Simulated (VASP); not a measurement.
# CdS (P1) in VASP: a series of runs

Runs on CdS. Level: LDA. Tasks: single point.

All numbers are computed with VASP 6.6.1; they aren't measurements. Logs are shortened: lines on timing, memory, paths and dates and some standing lists are left out, and cuts for length are marked.

### Step 1. The cell of the first run

The typed cell holds 2 atoms: a = 4.261 Å, b = 4.270 Å, c = 5.804 Å, α = 90.00°, β = 90.00°, γ = 120.21°.

### Step 2. Single point, LDA

INCAR

```
SYSTEM = CdS
ALGO     = Normal         ! electronic algorithm
EDIFF    = 1E-7           ! SCF threshold, eV
ENCUT    = 520            ! plane-wave cutoff, eV
ISIF     = 2              ! what is computed and relaxed
ISMEAR   = -1             ! smearing method
LASPH    = .TRUE.         ! aspherical terms in the spheres
LCHARG   = .TRUE.         ! write CHGCAR
LELF     = .TRUE.         ! ELF
LREAL    = .FALSE.        ! projectors in reciprocal space
LVHAR    = .TRUE.       
LWAVE    = .FALSE.        ! write WAVECAR
NBANDS   = 16             ! bands
NELM     = 60             ! most SCF steps
PREC     = Accurate       ! precision mode
SIGMA    = 0.02           ! smearing width, eV
```

KPOINTS

```
k-points
0
G
  6 6 4
  0 0 0
```

POSCAR

```
CdS
1.0
    4.2611700000     -0.0106529250      0.0000000000
   -2.1398057000      3.6956064500      0.0000000000
    0.0000000000      0.0000000000      5.8041700000
Cd S
1 1
Direct
    0.0000000000      0.0000000000      0.4426900000
    0.6666666667      0.3333333333      0.4343100000
```

Potentials or basis: VASP PAW LDA potentials, release 64 (Cd, S).

Run with:

```bash
> cat potpaw_LDA.64/Cd/POTCAR potpaw_LDA.64/S/POTCAR > POTCAR
> mpirun -np 1 vasp_std > vasp.out
```

OUTCAR:

```text
SYSTEM = CdS
   EDIFF = 1E-7
   ENCUT = 520
   ISIF = 2
   ISMEAR = -1
   LASPH = .TRUE.
   LREAL = .FALSE.
   NELM = 60
   PREC = Accurate

 ion  position               nearest neighbor table
   1  0.000  0.000  0.443-   2 2.46   2 2.46   2 2.47
   2  0.667  0.333  0.434-   1 2.46   1 2.46   1 2.47

  LATTYP: Found a simple monoclinic cell.
 ALAT       =     4.2519488443
 B/A-ratio  =     1.3650611079
 C/A-ratio  =     1.0021718210
 COS(beta)  =    -0.4967475840

  Lattice vectors:

 A1 = (   2.1213643000,   3.6849535250,   0.0000000000)
 A2 = (   0.0000000000,   0.0000000000,  -5.8041700000)
 A3 = (  -4.2611700000,   0.0106529250,   0.0000000000)

Analysis of symmetry for initial positions (statically):
=====================================================================
 Subroutine PRICEL returns:
 Original cell was already a primitive cell.

 Routine SETGRP: Setting up the symmetry group for a
 simple monoclinic supercell.

 Subroutine GETGRP returns: Found  1 space group operations
 (whereof  1 operations were pure point group operations)
 out of a pool of  4 trial point group operations.

The static configuration has the point symmetry C_1 .

Analysis of symmetry for dynamics (positions and initial velocities):
=====================================================================
 Subroutine PRICEL returns:
 Original cell was already a primitive cell.

 Routine SETGRP: Setting up the symmetry group for a
 simple monoclinic supercell.

 Subroutine GETGRP returns: Found  1 space group operations
 (whereof  1 operations were pure point group operations)
 out of a pool of  4 trial point group operations.

The dynamic configuration has the point symmetry C_1 .

 Subroutine INISYM returns: Found  1 space group operations
 (whereof  1 operations are pure point group operations),
 and found     1 'primitive' translations

----------------------------------------------------------------------------------------

                                     Primitive cell

  volume of cell :      91.2695

  direct lattice vectors                    reciprocal lattice vectors
     4.261170000 -0.010652925  0.000000000     0.235017526  0.136078300  0.000000000
    -2.139805700  3.695606450  0.000000000     0.000677460  0.270983841  0.000000000
     0.000000000  0.000000000  5.804170000     0.000000000  0.000000000  0.172289923

  length of vectors
     4.261183316  4.270395235  5.804170000     0.271570509  0.270984688  0.172289923

  position of ions in fractional coordinates (direct lattice)
     0.000000000  0.000000000  0.442690000
     0.666666667  0.333333333  0.434310000

  ion indices of the primitive-cell ions
   primitive index   ion index
                 1           1
                 2           2

----------------------------------------------------------------------------------------

 KPOINTS: k-points

Automatic generation of k-mesh.
 Grid dimensions read from file:
 generate k-points for:    6    6    4

 Generating k-lattice:

  Cartesian coordinates                     Fractional coordinates (reciprocal lattice)
     0.039169588  0.022679717  0.000000000     0.166666667 -0.000000000  0.000000000
     0.000112910  0.045163974  0.000000000     0.000000000  0.166666667  0.000000000
     0.000000000  0.000000000  0.043072481     0.000000000  0.000000000  0.250000000

  Length of vectors
     0.045261751  0.045164115  0.043072481

  Shift w.r.t. Gamma in fractional coordinates (k-lattice)
     0.000000000  0.000000000  0.000000000

 Subroutine IBZKPT returns following result:
 ===========================================

 Found     76 irreducible k-points:

 Following reciprocal coordinates:
            Coordinates               Weight
  0.000000  0.000000  0.000000      1.000000
  0.166667 -0.000000  0.000000      2.000000
  0.333333 -0.000000  0.000000      2.000000
  0.500000  0.000000  0.000000      1.000000
 -0.000000  0.166667  0.000000      2.000000
  0.166667  0.166667  0.000000      2.000000
[... 16 lines left out ...]
 -0.166667  0.000000  0.250000      2.000000
  0.333333 -0.000000  0.250000      2.000000
 [... further k-points ...]
   k-points           NKPTS =     76   k-points in BZ     NKDIM =     76   number of bands    NBANDS=     16
   number of dos      NEDOS =    301   number of ions     NIONS =      2
   total plane-waves  NPLWV =  49152
   dimension x,y,z NGX =    32 NGY =   32 NGZ =   48
   dimension x,y,z NGXF=    64 NGYF=   64 NGZF=   96
   ions per type =               1   1
   NGX,Y,Z   is equivalent  to a cutoff of  12.48, 12.46, 13.75 a.u.
   NGXF,Y,Z  is equivalent  to a cutoff of  24.97, 24.92, 27.50 a.u.
 SYSTEM =  CdS
   PREC   = accura    normal or accurate (medium, high low for compatibility)
   ISTART =      0    job   : 0-new  1-cont  2-samecut
   ICHARG =      2    charge: 1-file 2-atom 10-const
   ISPIN  =      1    spin polarized calculation?
   LNONCOLLINEAR =      F non collinear calculations
   LSORBIT =      F    spin-orbit coupling
   LASPH  =      T    aspherical Exc in radial PAW
   ENCUT  =  520.0 eV  38.22 Ry    6.18 a.u.   7.92  7.94 10.79*2*pi/ulx,y,z
   NELM   =     60;   NELMIN=  2; NELMDL= -5     # of ELM steps
   EDIFF  = 0.1E-06   stopping-criterion for ELM
   LREAL  =      F    real-space projection
   EDIFFG = 0.1E-05   stopping-criterion for IOM
   NSW    =      0    number of steps for IOM
   IBRION =     -1    ionic relax: 0-MD 1-quasi-New 2-CG
   NFREE  =      0    steps in history (QN), initial steepest desc. (CG)
   ISIF   =      2    stress and relaxation
   ISYM   =      2    0-nonsym 1-usesym 2-fastsym
   POTIM  = 0.5000    time-step for ionic-motion
   TEBEG  =    0.0;   TEEND  =   0.0 temperature during run
   PSTRESS=    0.0 pullay stress
   NELECT =      18.0000    total number of electrons
   NUPDOWN=      -1.0000    fix difference up-down
   EMIN   =  10.00;   EMAX   =-10.00  energy-range for DOS
   EFERMI =   0.00;   METHOD = LEGACY
   ISMEAR =    -1;   SIGMA  =   0.02  broadening in eV -4-tet -1-fermi 0-gaus
   EFERMI_NEDOS =   21; number of points for ismear=-14 and -15
   IALGO  =     38    algorithm
   IMIX   =      4    mixing-type and parameters
     AMIX     =   0.40;   BMIX     =  1.00
     AMIX_MAG =   1.60;   BMIX_MAG =  1.00
  volume/ion in A,a.u.               =      45.63       307.96
  Fermi-wavevector in a.u.,A,eV,Ry     =   0.952922  1.800761 12.354899  0.908059
  Thomas-Fermi vector in A             =   2.081529
   LORBIT       =      0    0 simple, 1 ext, 2 COOP (PROOUT), +10 PAW based schemes
   GGA     = CA    functional components
   LHFCALC =     F    Hartree Fock is set to
   AEXX    =    0.0000 exact exchange contribution
   IVDW    =     0    specifies the selected vdW correction
   LEPSILON=     F    determine dielectric tensor
   LRPA    =     F    only Hartree local field effects (RPA)
 non-spin polarized calculation
  energy-cutoff  :      520.00
  volume of cell :       91.27
 maximum number of plane-waves:      2484
   NGX = 15   NGY = 15   NGZ = 21

 number of electron      18.0000002 magnetization

 Free energy of the ion-electron system (eV)
  ---------------------------------------------------
  ext. energy  EPLUGINS =         0.00000000
  ---------------------------------------------------
  free energy    TOTEN  =        -6.59639523 eV

  energy without entropy =       -6.59639523  energy(sigma->0) =       -6.59639523

 E-fermi :  -1.8841     XC(G=0):  -6.5382

 val. band max:       -2.3613086633   @ k =   0.3333   0.3333   0.0000
 cond. band min:      -1.0875927024   @ k =   0.0000   0.0000   0.0000
 fundamental gap:      1.2737159609
 Fermi energy:        -1.8841486191

 k-point     1 :       0.0000    0.0000    0.0000
  band No.  band energies     occupation
      1     -13.9362      2.00000
      2     -10.0498      2.00000
      3     -10.0469      2.00000
      4      -9.5165      2.00000
      5      -9.5150      2.00000
      6      -9.2976      2.00000
[... 8 lines left out ...]
     15       8.3485      0.00000
     16       9.3141      0.00000

 k-point     2 :       0.1667   -0.0000    0.0000
  band No.  band energies     occupation
      1     -13.8498      2.00000
      2     -10.0082      2.00000
      3      -9.9773      2.00000
      4      -9.5448      2.00000
      5      -9.5192      2.00000
      6      -9.2707      2.00000
[... 8 lines left out ...]
     15       9.0246      0.00000
     16       9.1867      0.00000

 k-point     3 :       0.3333   -0.0000    0.0000
  band No.  band energies     occupation
      1     -13.6756      2.00000
      2      -9.8600      2.00000
      3      -9.8277      2.00000
      4      -9.5992      2.00000
      5      -9.5273      2.00000
      6      -9.1996      2.00000
[... 8 lines left out ...]
     15       7.6750      0.00000
     16       8.0878      0.00000

 k-point     4 :       0.5000    0.0000    0.0000
  band No.  band energies     occupation
      1     -13.5885      2.00000
      2      -9.7471      2.00000
      3      -9.7436      2.00000
      4      -9.6250      2.00000
      5      -9.5313      2.00000
      6      -9.1352      2.00000
[... 8 lines left out ...]
     15       7.7462      0.00000
     16       8.2316      0.00000
[... 324 lines left out ...]
 k-point    22 :       0.1667   -0.0000    0.2500
  band No.  band energies     occupation
      1     -13.8482      2.00000
      2     -10.0081      2.00000
      3      -9.9772      2.00000
      4      -9.5454      2.00000
      5      -9.5195      2.00000
      6      -9.2662      2.00000
[... 8 lines left out ...]
     15       8.4827      0.00000
     16       8.6484      0.00000

 k-point    23 :      -0.1667    0.0000    0.2500
  band No.  band energies     occupation
      1     -13.8482      2.00000
      2     -10.0080      2.00000
      3      -9.9772      2.00000
      4      -9.5454      2.00000
      5      -9.5195      2.00000
      6      -9.2662      2.00000
[... 8 lines left out ...]
     15       8.4160      0.00000
     16       8.6572      0.00000

 k-point    24 :       0.3333   -0.0000    0.2500
  band No.  band energies     occupation
      1     -13.6742      2.00000
      2      -9.8596      2.00000
      3      -9.8277      2.00000
      4      -9.6002      2.00000
      5      -9.5277      2.00000
      6      -9.1969      2.00000
[... 8 lines left out ...]
     15       7.4279      0.00000
     16       8.1356      0.00000

 [... further k-points ...]
[... 5 lines left out ...]
  --------------------------------------------------------------------------------------
  -------------------------------------------------------------------------------------
  Total       -1.9062255     -1.9069096     -0.0637619      0.0904108     -0.0000186     -0.0017855
  in kB      -33.4625675    -33.4745770     -1.1192994      1.5871042     -0.0003260     -0.0313432
  external PRESSURE =     -22.6854813 kB  Pullay stress =       0.0000000 kB

 VOLUME and BASIS-vectors are now :
 -----------------------------------------------------------------------------
  energy-cutoff  :      520.00
  volume of cell :       91.27
      direct lattice vectors                 reciprocal lattice vectors
     4.261170000 -0.010652925  0.000000000     0.235017526  0.136078300  0.000000000
    -2.139805700  3.695606450  0.000000000     0.000677460  0.270983841  0.000000000
     0.000000000  0.000000000  5.804170000     0.000000000  0.000000000  0.172289923

 POSITION                                       TOTAL-FORCE (eV/Angst)
 -----------------------------------------------------------------------------------
      0.00000      0.00000      2.56945        -0.036471     -0.000386     -0.023134
      2.12751      1.22477      2.52081         0.036471      0.000386      0.023134
 -----------------------------------------------------------------------------------
    total drift:                               -0.000125     -0.000023      0.000029

  FREE ENERGIE OF THE ION-ELECTRON SYSTEM (eV)
  ---------------------------------------------------
  free  energy   TOTEN  =        -6.5963952280 eV

  energy  without entropy=       -6.5963952280  energy(sigma->0) =       -6.59639523
```

Wall time 2.2 min (1 thread of AMD EPYC 7R43 (Zen 3), shared host); peak memory 0.21 GiB.

What came out:

```yaml
Free_energy: -6.5964 eV
Pressure: -2.3 GPa
Largest_force: 0.043 eV/Å
Band_gap_on_the_k_mesh: 1.27 eV, indirect (least direct gap 1.28 eV)
```

Forces on the atoms (eV/Å):
```
Cd  -0.036  0.000 -0.023
S    0.036  0.000  0.023
```

Stress tensor (GPa, compression positive):
```
-3.35  0.16  0.00
 0.16 -3.35  0.00
 0.00  0.00 -0.11
```

Levels at points of the mesh, in eV from the valence-band top:
| k point | band 7 | band 8 | band 9 | band 10 | band 11 | band 12 |
| --- | --- | --- | --- | --- | --- | --- |
| (0.00, 0.00, 0.00) | -1.05 | -0.02 | -0.01 | 1.27 | 5.48 | 6.76 |
| (0.50, 0.00, 0.00) | -3.67 | -1.35 | -0.12 | 3.50 | 5.00 | 6.64 |
| (0.00, 0.50, 0.00) | -3.67 | -1.33 | -0.13 | 3.52 | 4.99 | 6.62 |
| (0.50, 0.50, 0.00) | -3.67 | -1.31 | -0.13 | 3.55 | 4.99 | 6.61 |
| (0.00, 0.00, 0.50) | -1.28 | -0.02 | 0.00 | 1.55 | 4.95 | 6.81 |
| (0.50, 0.00, 0.50) | -3.64 | -1.34 | -0.24 | 3.66 | 4.12 | 7.63 |
| (0.00, 0.50, 0.50) | -3.64 | -1.32 | -0.24 | 3.68 | 4.11 | 7.63 |
| (0.50, 0.50, 0.50) | -3.64 | -1.31 | -0.25 | 3.71 | 4.10 | 7.63 |

A k mesh can miss the band edges.

### Step 3. Single point, LDA

INCAR

```
PREC = Accurate
ENCUT = 520
EDIFF = 1E-7
ISMEAR = -1
SIGMA = 0.02
LREAL = F
LASPH = T
NELM = 100
ALGO = Normal
ISIF = 2
LWAVE = F
LCHARG = T
LELF = T
LVHAR = T
NBANDS = 16
```

KPOINTS

```
regular mesh
0
Gamma
  6 6 4
```

POSCAR

```
CdS
1.0
    4.2611700000      0.0106529250      0.0000000000
   -2.1213543000      3.6849535500      0.0000000000
    0.0000000000      0.0000000000      5.8041700000
Cd S
1 1
Direct
    0.0000000000      0.0000000000      0.4426900000
    0.6666666667      0.3333333333      0.4343100000
```

Potentials or basis: VASP PAW LDA potentials, release 64 (Cd, S).

Run with:

```bash
> cat potpaw_LDA.64/Cd/POTCAR potpaw_LDA.64/S/POTCAR > POTCAR
> mpirun -np 1 vasp_std > vasp.out
```

Wall time 2.1 min (1 thread of AMD EPYC 7R43 (Zen 3), shared host); peak memory 0.21 GiB.

It converged, with:

* Free energy: -6.5964 eV
* Pressure: -2.3 GPa
* Largest force: 0.043 eV/Å
* Band gap on the k mesh: 1.27 eV, indirect (least direct gap 1.28 eV)

Forces on the atoms (eV/Å):
```
Cd   0.036  0.000 -0.023
S   -0.036  0.000  0.023
```

Stress tensor (GPa, compression positive):
```
-3.35 -0.16  0.00
-0.16 -3.35  0.00
 0.00  0.00 -0.11
```

Levels at points of the mesh, in eV from the valence-band top:
| k point | band 6 | band 7 | band 8 | band 9 | band 10 | band 11 | band 12 | band 13 |
| --- | --- | --- | --- | --- | --- | --- | --- | --- |
| (0.00, 0.00, 0.00) | -6.94 | -1.05 | -0.02 | -0.01 | 1.27 | 5.48 | 6.76 | 6.80 |
| (0.50, 0.00, 0.00) | -6.79 | -3.67 | -1.31 | -0.13 | 3.55 | 4.99 | 6.61 | 7.34 |
| (0.00, 0.50, 0.00) | -6.78 | -3.67 | -1.33 | -0.13 | 3.52 | 4.99 | 6.62 | 7.34 |
| (0.50, 0.50, 0.00) | -6.77 | -3.67 | -1.35 | -0.12 | 3.50 | 5.00 | 6.64 | 7.35 |
| (0.00, 0.00, 0.50) | -6.93 | -1.28 | -0.02 | 0.00 | 1.55 | 4.95 | 6.81 | 6.85 |
| (0.50, 0.00, 0.50) | -6.79 | -3.64 | -1.31 | -0.25 | 3.71 | 4.10 | 7.63 | 7.77 |
| (0.00, 0.50, 0.50) | -6.78 | -3.64 | -1.32 | -0.24 | 3.68 | 4.11 | 7.63 | 7.80 |
| (0.50, 0.50, 0.50) | -6.77 | -3.64 | -1.34 | -0.24 | 3.66 | 4.12 | 7.63 | 7.82 |

A k mesh can miss the band edges. As with any semilocal functional, this LDA gap is likely too small.

### Step 4. Single point, LDA

INCAR

```
PREC     = Accurate       # precision mode
ENCUT    = 520            # plane-wave cutoff, eV
EDIFF    = 1E-6           # SCF threshold, eV
ISMEAR   = -1             # smearing method
SIGMA    = 0.02           # smearing width, eV
LREAL    = F              # projectors in reciprocal space
LASPH    = T              # aspherical terms in the spheres
NELM     = 60             # most SCF steps
ALGO     = Normal         # electronic algorithm
ISIF     = 2              # what is computed and relaxed
LWAVE    = F              # write WAVECAR
LCHARG   = T              # write CHGCAR
LELF     = T              # ELF
LVHAR    = T            
NBANDS   = 16             # bands
```

KPOINTS is that of step 3.

POSCAR

```
CdS
1.0
    4.2611700000      0.0213058500      0.0000000000
   -2.1121286000      3.6796271000      0.0000000000
    0.0000000000      0.0000000000      5.8041700000
Cd S
1 1
Direct
    0.0000000000      0.0000000000      0.4426900000
    0.6666666667      0.3333333333      0.4343100000
```

Run with:

```bash
> cat potpaw_LDA.64/Cd/POTCAR potpaw_LDA.64/S/POTCAR > POTCAR
> mpirun -np 1 vasp_std > vasp.out
```

Wall time 2.2 min (1 thread of AMD EPYC 7R43 (Zen 3), shared host); peak memory 0.21 GiB.

Results (log left out):

| Quantity | Value |
| --- | --- |
| Free energy | -6.5958 eV |
| Pressure | -2.3 GPa |
| Largest force | 0.076 eV/Å |
| Band gap on the k mesh | 1.27 eV, indirect (the least direct gap lies 4.4 meV higher) |

Forces on the atoms (eV/Å):
```
Cd   0.073 -0.001 -0.023
S   -0.073  0.001  0.023
```

Stress tensor (GPa, compression positive):
```
-3.34 -0.32  0.01
-0.32 -3.34  0.00
 0.01  0.00 -0.11
```

Levels at points of the mesh, in eV from the valence-band top:
| k point | band 7 | band 8 | band 9 | band 10 | band 11 | band 12 |
| --- | --- | --- | --- | --- | --- | --- |
| (0.00, 0.00, 0.00) | -1.06 | -0.03 | 0.00 | 1.27 | 5.48 | 6.73 |
| (0.50, 0.00, 0.00) | -3.67 | -1.30 | -0.14 | 3.57 | 4.98 | 6.59 |
| (0.00, 0.50, 0.00) | -3.67 | -1.33 | -0.13 | 3.52 | 4.99 | 6.62 |
| (0.50, 0.50, 0.00) | -3.67 | -1.37 | -0.12 | 3.47 | 5.00 | 6.65 |
| (0.00, 0.00, 0.50) | -1.28 | -0.03 | 0.00 | 1.54 | 4.94 | 6.78 |
| (0.50, 0.00, 0.50) | -3.64 | -1.29 | -0.26 | 3.73 | 4.09 | 7.63 |
| (0.00, 0.50, 0.50) | -3.64 | -1.33 | -0.25 | 3.68 | 4.11 | 7.63 |
| (0.50, 0.50, 0.50) | -3.64 | -1.36 | -0.24 | 3.63 | 4.12 | 7.63 |

A k mesh can miss the band edges. As with any semilocal functional, this LDA gap is likely too small.

### Step 5. Summary

```csv
cell,gap on the mesh (eV),pressure (GPa),largest force (eV/Å)
"a = 4.261, b = 4.270, c = 5.804 Å, angles 90.0, 90.0, 120.2°, 2 atoms",1.27,-2.3,0.04
"a = 4.261, b = 4.252, c = 5.804 Å, angles 90.0, 90.0, 119.8°, 2 atoms",1.27,-2.3,0.04
"a = 4.261, b = 4.243, c = 5.804 Å, angles 90.0, 90.0, 119.6°, 2 atoms",1.27,-2.3,0.08
```

Alike in all rows: task single point; level LDA; potentials or basis VASP PAW LDA potentials, release 64 (Cd, S); no spin polarisation; k mesh 6 × 6 × 4; cutoff (eV) 520; smearing fermi-dirac 0.02 eV.

Total energies depend on the potentials used, so only differences within one code and one set of settings carry meaning.
